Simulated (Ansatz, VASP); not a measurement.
One calculation of BaTiO3, two programs

File POSCAR:

```
BaTiO3
1.0
    2.8767663377      1.6608989394      2.3588940640
   -2.8767663377      1.6608989394      2.3588940640
    0.0000000000     -3.3217978788      2.3588940640
Ba Ti O
1 1 3
Direct
    0.0000000000      0.0000000000      0.0000000000
    0.4845000000      0.4845000000      0.4845000000
    0.5086000000      0.5086000000      0.0175000000
    0.0175000000      0.5086000000      0.5086000000
    0.5086000000      0.0175000000      0.5086000000
```

The input INCAR.step1:

```
SYSTEM = BaTiO3
  ALGO = Normal
  EDIFF = 1E-5
  ENCUT = 660
  GGA = PE
  GGA_COMPAT = .FALSE.
  ISMEAR = 0
  LASPH = .TRUE.
  LCHARG = .FALSE.
  LREAL = .FALSE.
  LWAVE = .TRUE.
  NBANDS = 28
  NELM = 120
  PREC = Accurate
  SIGMA = 0.01
```

The input INCAR.step2:

```
SYSTEM = BaTiO3
  ALGO = Normal
  EDIFF = 1E-6
  ENCUT = 660
  GGA_COMPAT = .FALSE.
  ISIF = 2
  ISMEAR = 0
  ISTART = 1
  LASPH = .TRUE.
  LCHARG = .TRUE.
  LELF = .TRUE.
  LMIXTAU = .TRUE.
  LREAL = .FALSE.
  LVHAR = .TRUE.
  LWAVE = .FALSE.
  METAGGA = R2SCAN
  NBANDS = 28
  NELM = 120
  PREC = Accurate
  SIGMA = 0.01
```

The input KPOINTS:

```
k-points
0
G
  6 6 6
  0 0 0
```

Input for Ansatz:

```yaml
crystal:
  lattice:
    - [2.8767663376710164, 1.6608989393985978, 2.3588940639509888]
    - [-2.8767663376710164, 1.6608989393985978, 2.3588940639509888]
    - [0.0, -3.3217978787971956, 2.3588940639509888]
  atoms:
    - { symbol: Ba, position: [0.0, 0.0, 0.0] }
    - { symbol: Ti, position: [0.4845, 0.4845, 0.4845] }
    - { symbol: O, position: [0.5086, 0.5086, 0.0175] }
    - { symbol: O, position: [0.0175, 0.5086, 0.5086] }
    - { symbol: O, position: [0.5086, 0.0175, 0.5086] }
basis:
  ecutwfc: 600.0
kpoints:
  mp_grid:
    grid: [6, 6, 6]
hamiltonian:
  xc: r2scan
scf:
  occupations:
    method: fixed
output:
  stress: true
```

Alike in both runs: task single point; functional r2SCAN; k mesh 6 × 6 × 6; no spin polarisation.

```csv
,VASP,Ansatz
version,VASP 6.6.1,Ansatz 0.2.0
potentials or method,"VASP PAW PBE potentials, release 64 (Ba_sv, Ti_sv, O), cutoff 660 eV","plane waves, PAW"
occupations,"gaussian, width 0.01 eV",fixed
valence electrons in the cell,40,40
```

```csv
,VASP,Ansatz,Ansatz less VASP
pressure (GPa),-5.1,-6.6,-1.46
"traceless stress, the component that is largest in VASP (GPa)",0.24,0.32,+0.084
```

VASP's potentials were made for PBE, not for r2SCAN. Ansatz's warnings: structure snapped to symmetry.

Spin-orbit coupling is off throughout.
